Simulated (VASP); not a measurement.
# NiO in VASP: a series of runs

The runs below take NiO through single point, with PBE.

Everything below comes from runs of VASP 6.6.1. Logs are shortened: lines on timing, memory, paths and dates and some standing lists are left out, and cuts for length are marked.

**Experimental background.**

From “Local correlations, non-local screening, multiplets, and band formation in NiO”, 2012, arxiv:1210.6675, for a bulk crystal of NiO: band gap 4.3 eV.

How close the calculation comes is told below.

**1. The cell of the first run**

It takes space group Fm-3m (No. 225, cubic). The conventional cell has a = 4.217 Å, b = 4.217 Å, c = 4.217 Å, α = 90.00°, β = 90.00°, γ = 90.00°. Ni (site symmetry m-3m) has 6 O at 2.11 Å within 2.8 Å. Within 2.8 Å of O (site symmetry m-3m) lie 6 Ni at 2.11 Å.

**2. Single point, PBE, collinear spin, ferromagnetic start**

File INCAR:

```
ALGO     = Normal         # electronic algorithm
EDIFF    = 1E-6           # SCF threshold, eV
ENCUT    = 520            # plane-wave cutoff, eV
GGA      = PE             # functional
ISIF     = 2              # what is computed and relaxed
ISMEAR   = 0              # smearing method
ISPIN    = 2              # spin polarisation
LASPH    = T              # aspherical terms in the spheres
LCHARG   = T              # write CHGCAR
LELF     = T              # ELF
LMAXMIX  = 4              # l up to which the mixer works
LORBIT   = 11             # projections on sites
LREAL    = F              # projectors in reciprocal space
LVHAR    = T            
LWAVE    = F              # write WAVECAR
MAGMOM   = 2 2 0 0        # initial moments
NBANDS   = 28             # bands
NELM     = 150            # most SCF steps
PREC     = Accurate       # precision mode
SIGMA    = 0.05           # smearing width, eV
```

File KPOINTS:

```
k-points
0
Gamma
  14 14 14
```

File POSCAR:

```
NiO
1.0
    0.0000000000      2.1084194085      2.1084194085
    2.1084194085      0.0000000000      2.1084194085
    4.2168388170      2.1084194085     -2.1084194085
Ni O
2 2
Direct
    0.0000000000      0.0000000000      0.0000000000
    0.5000000000      0.0000000000      0.5000000000
    0.7500000000      0.5000000000      0.2500000000
    1.2500000000      0.5000000000      0.7500000000
```

Potentials or basis: VASP PAW PBE potentials, release 64 (Ni, O).

Command:

```console
cat potpaw_PBE.64/Ni/POTCAR potpaw_PBE.64/O/POTCAR > POTCAR
mpirun -np 1 vasp_std > vasp.out
```

OUTCAR:

```text
EDIFF = 1E-6
   ENCUT = 520
   GGA = PE
   ISIF = 2
   ISMEAR = 0
   ISPIN = 2
   LASPH = T
   LORBIT = 11
   LREAL = F
   NELM = 150
   PREC = Accurate

 ion  position               nearest neighbor table
   1  0.000  0.000  0.000-   3 2.11   3 2.11   4 2.11   3 2.11   4 2.11   4 2.11   2 2.98   2 2.98
                             2 2.98   2 2.98   2 2.98   2 2.98
   2  0.500  0.000  0.500-   4 2.11   3 2.11   4 2.11   3 2.11   4 2.11   3 2.11   1 2.98   1 2.98
                             1 2.98   1 2.98   1 2.98   1 2.98
   3  0.750  0.500  0.250-   2 2.11   1 2.11   2 2.11   1 2.11   2 2.11   1 2.11
   4  0.250  0.500  0.750-   1 2.11   1 2.11   2 2.11   1 2.11   2 2.11   2 2.11

  LATTYP: Found a trigonal (rhomboedric) cell.
 ALAT       =     5.1645517146
 COS(alpha) =     0.8333333333

  Lattice vectors:

 A1 = (   4.2168388170,   2.1084194085,  -2.1084194085)
 A2 = (   2.1084194085,   2.1084194085,  -4.2168388170)
 A3 = (   2.1084194085,   4.2168388170,  -2.1084194085)

Analysis of symmetry for initial positions (statically):
=====================================================================
 Subroutine PRICEL returns following result:

  LATTYP: Found a face centered cubic cell.
 ALAT       =     4.2168388170
[... 12 lines left out ...]
 Subroutine GETGRP returns: Found 12 space group operations
 (whereof 12 operations were pure point group operations)
 out of a pool of 12 trial point group operations.

The static configuration has the point symmetry D_3d.

Analysis of symmetry for dynamics (positions and initial velocities):
=====================================================================
 Subroutine PRICEL returns following result:

  LATTYP: Found a face centered cubic cell.
 ALAT       =     4.2168388170
[... 12 lines left out ...]
 Subroutine GETGRP returns: Found 12 space group operations
 (whereof 12 operations were pure point group operations)
 out of a pool of 12 trial point group operations.

The dynamic configuration has the point symmetry D_3d.

Analysis of structural, dynamic, and magnetic symmetry:
=====================================================================
 Subroutine PRICEL returns following result:

  LATTYP: Found a face centered cubic cell.
 ALAT       =     4.2168388170
[... 12 lines left out ...]
 Subroutine GETGRP returns: Found 12 space group operations
 (whereof 12 operations were pure point group operations)
 out of a pool of 12 trial point group operations.

The overall configuration has the point symmetry D_3d.

 Subroutine INISYM returns: Found 12 space group operations
 (whereof 12 operations are pure point group operations),
 and found     2 'primitive' translations

----------------------------------------------------------------------------------------

                                     Primitive cell

  volume of cell :      18.7457

  direct lattice vectors                    reciprocal lattice vectors
     0.000000000 -2.108419409  2.108419409    -0.237144468 -0.237144468  0.237144468
     2.108419409 -2.108419409  0.000000000     0.237144468 -0.237144468 -0.237144468
     2.108419408  0.000000000  2.108419409     0.237144468  0.237144468  0.237144468

  length of vectors
     2.981755323  2.981755323  2.981755323     0.410746268  0.410746268  0.410746268

  position of ions in fractional coordinates (direct lattice)
     0.000000000  0.000000000  0.000000000
     0.500000000  0.500000000  0.500000000

  ion indices of the primitive-cell ions
   primitive index   ion index
                 1           1
                 2           3

----------------------------------------------------------------------------------------

 KPOINTS: k-points

Automatic generation of k-mesh.
 Grid dimensions read from file:
 generate k-points for:   14   14   14

 Generating k-lattice:

  Cartesian coordinates                     Fractional coordinates (reciprocal lattice)
    -0.008469445  0.025408336  0.008469445     0.071428571  0.000000000 -0.000000000
     0.016938891 -0.016938891  0.016938891     0.000000000  0.071428571  0.000000000
     0.008469445  0.008469445 -0.008469445     0.000000000  0.000000000  0.071428571

  Length of vectors
     0.028089972  0.029339019  0.014669510

  Shift w.r.t. Gamma in fractional coordinates (k-lattice)
     0.000000000  0.000000000  0.000000000

 Subroutine IBZKPT returns following result:
 ===========================================

 Found    288 irreducible k-points:

 Following reciprocal coordinates:
            Coordinates               Weight
  0.000000  0.000000  0.000000      1.000000
  0.071429  0.000000 -0.000000      6.000000
  0.142857  0.000000  0.000000      6.000000
  0.214286  0.000000 -0.000000      6.000000
  0.285714  0.000000  0.000000      6.000000
  0.357143  0.000000  0.000000      6.000000
[... 16 lines left out ...]
  0.285714  0.142857  0.000000      6.000000
  0.357143  0.142857  0.000000     12.000000
 [... further k-points ...]
   k-points           NKPTS =    288   k-points in BZ     NKDIM =    288   number of bands    NBANDS=     28
   number of dos      NEDOS =    301   number of ions     NIONS =      4
   total plane-waves  NPLWV =  23040
   dimension x,y,z NGX =    24 NGY =   24 NGZ =   40
   dimension x,y,z NGXF=    48 NGYF=   48 NGZF=   80
   ions per type =               2   2
   NGX,Y,Z   is equivalent  to a cutoff of  13.38, 13.38, 12.88 a.u.
   NGXF,Y,Z  is equivalent  to a cutoff of  26.76, 26.76, 25.75 a.u.
 SYSTEM =  unknown system
   PREC   = accura    normal or accurate (medium, high low for compatibility)
   ISTART =      0    job   : 0-new  1-cont  2-samecut
   ICHARG =      2    charge: 1-file 2-atom 10-const
   ISPIN  =      2    spin polarized calculation?
   LNONCOLLINEAR =      F non collinear calculations
   LSORBIT =      F    spin-orbit coupling
   LASPH  =      T    aspherical Exc in radial PAW
   ENCUT  =  520.0 eV  38.22 Ry    6.18 a.u.   5.54  5.54  9.60*2*pi/ulx,y,z
   NELM   =    150;   NELMIN=  2; NELMDL= -5     # of ELM steps
   EDIFF  = 0.1E-05   stopping-criterion for ELM
   LREAL  =      F    real-space projection
[... 7 lines left out ...]
   TEBEG  =    0.0;   TEEND  =   0.0 temperature during run
   PSTRESS=    0.0 pullay stress
   NELECT =      32.0000    total number of electrons
   NUPDOWN=      -1.0000    fix difference up-down
   EMIN   =  10.00;   EMAX   =-10.00  energy-range for DOS
   EFERMI =   0.00;   METHOD = LEGACY
   ISMEAR =     0;   SIGMA  =   0.05  broadening in eV -4-tet -1-fermi 0-gaus
   EFERMI_NEDOS =   21; number of points for ismear=-14 and -15
   IALGO  =     38    algorithm
   IMIX   =      4    mixing-type and parameters
     AMIX     =   0.40;   BMIX     =  1.00
     AMIX_MAG =   1.60;   BMIX_MAG =  1.00
  volume/ion in A,a.u.               =       9.37        63.25
  Fermi-wavevector in a.u.,A,eV,Ry     =   1.552915  2.934585 32.811082  2.411547
  Thomas-Fermi vector in A             =   2.657222
   LORBIT       =     11    0 simple, 1 ext, 2 COOP (PROOUT), +10 PAW based schemes
   GGA     = PE    functional components
   LHFCALC =     F    Hartree Fock is set to
   AEXX    =    0.0000 exact exchange contribution
   IVDW    =     0    specifies the selected vdW correction
   LEPSILON=     F    determine dielectric tensor
   LRPA    =     F    only Hartree local field effects (RPA)
 spin polarized calculation
 Gauss-broadening in eV      SIGMA  =   0.05
  energy-cutoff  :      520.00
  volume of cell :       37.49
 maximum number of plane-waves:      1035
 NGX is ok and might be reduce to    24
   NGX = 11   NGY = 11   NGZ = 19

 number of electron      32.0000014 magnetization       3.5367578

 Free energy of the ion-electron system (eV)
  ---------------------------------------------------
  ext. energy  EPLUGINS =         0.00000000
  ---------------------------------------------------
  free energy    TOTEN  =       -22.95945159 eV

  energy without entropy =      -22.95633715  energy(sigma->0) =      -22.95789437

 E-fermi :   7.4742     XC(G=0): -12.5115

 val. band max:        7.4725947089   @ k =  -0.0714   0.5000   0.1429
 cond. band min:       7.4768423188   @ k =  -0.0714  -0.1429   0.1429
 fundamental gap:      0.0042476099
 Fermi energy:         7.4741989814

 spin component 1

 k-point     1 :       0.0000    0.0000    0.0000
  band No.  band energies     occupation
      1     -12.6151      1.00000
      2     -11.3157      1.00000
      3      -0.4686      1.00000
      4       1.7551      1.00000
      5       1.7551      1.00000
      6       4.3736      1.00000
[... 733 lines left out ...]
     27      27.3686      0.00000
     28      28.5610      0.00000

 [... further k-points ...]

 spin component 2

 k-point     1 :       0.0000    0.0000    0.0000
  band No.  band energies     occupation
      1     -12.1714      1.00000
      2     -10.8246      1.00000
      3      -0.0965      1.00000
      4       2.8800      1.00000
      5       2.8802      1.00000
      6       5.1165      1.00000
[... 733 lines left out ...]
     27      27.5640      0.00000
     28      28.8287      0.00000

 [... further k-points ...]

------------------------ aborting loop because EDIFF is reached ----------------------------------------

  FORCE on cell =-STRESS in cart. coord.  units (eV):
  Direction    XX          YY          ZZ          XY          YZ          ZX
  --------------------------------------------------------------------------------------
  -------------------------------------------------------------------------------------
  Total       -0.1636747     -0.1636747     -0.1636747      0.0019642     -0.0019642     -0.0019642
  in kB       -6.9945734     -6.9945734     -6.9945734      0.0839411     -0.0839411     -0.0839411
  external PRESSURE =      -6.9945734 kB  Pullay stress =       0.0000000 kB

 VOLUME and BASIS-vectors are now :
 -----------------------------------------------------------------------------
  energy-cutoff  :      520.00
  volume of cell :       37.49
      direct lattice vectors                 reciprocal lattice vectors
     0.000000000  2.108419409  2.108419409    -0.118572234  0.355716703  0.118572234
     2.108419409  0.000000000  2.108419409     0.237144468 -0.237144468  0.237144468
     4.216838817  2.108419409 -2.108419409     0.118572234  0.118572234 -0.118572234

 POSITION                                       TOTAL-FORCE (eV/Angst)
 -----------------------------------------------------------------------------------
      0.00000      0.00000      0.00000        -0.000000      0.000000     -0.000000
      2.10842      2.10842      0.00000         0.000000      0.000000     -0.000000
      2.10842      2.10842      2.10842         0.000000      0.000000      0.000000
      4.21684      2.10842      0.00000        -0.000000     -0.000000      0.000000
 -----------------------------------------------------------------------------------
    total drift:                               -0.000000     -0.000000      0.000000

  FREE ENERGIE OF THE ION-ELECTRON SYSTEM (eV)
  ---------------------------------------------------
  free  energy   TOTEN  =       -22.9594515852 eV

  energy  without entropy=      -22.9563371509  energy(sigma->0) =      -22.95789437

 total charge

# of ion       s       p       d       tot
------------------------------------------
    1        0.323   0.383   8.227   8.933
    2        0.323   0.383   8.227   8.933
    3        1.556   3.409   0.000   4.966
    4        1.556   3.409   0.000   4.966
--------------------------------------------------
tot          3.759   7.584  16.455  27.798

 magnetization (x)

# of ion       s       p       d       tot
------------------------------------------
    1        0.011   0.015   1.428   1.454
    2        0.011   0.015   1.428   1.454
    3        0.027   0.243   0.000   0.270
    4        0.027   0.243   0.000   0.270
--------------------------------------------------
tot          0.077   0.515   2.856   3.449
```

Wall time 5.4 min (1 thread of AMD EPYC 9R45 (Zen 5), shared host); peak memory 0.47 GiB.

What came out:

* Free energy: -22.9595 eV
* Pressure: -0.7 GPa
* Net moment: 3.54 μB per cell
* Site moments: Ni +1.45; O +0.27 μB
* Valence electrons inside the program's atomic spheres: Ni 8.93; O 4.97

Caveat: semilocal functionals often make such compounds metallic where correlation or magnetic order opens a gap, which also shifts bond lengths.

(Part 1 of 2 ends here.)
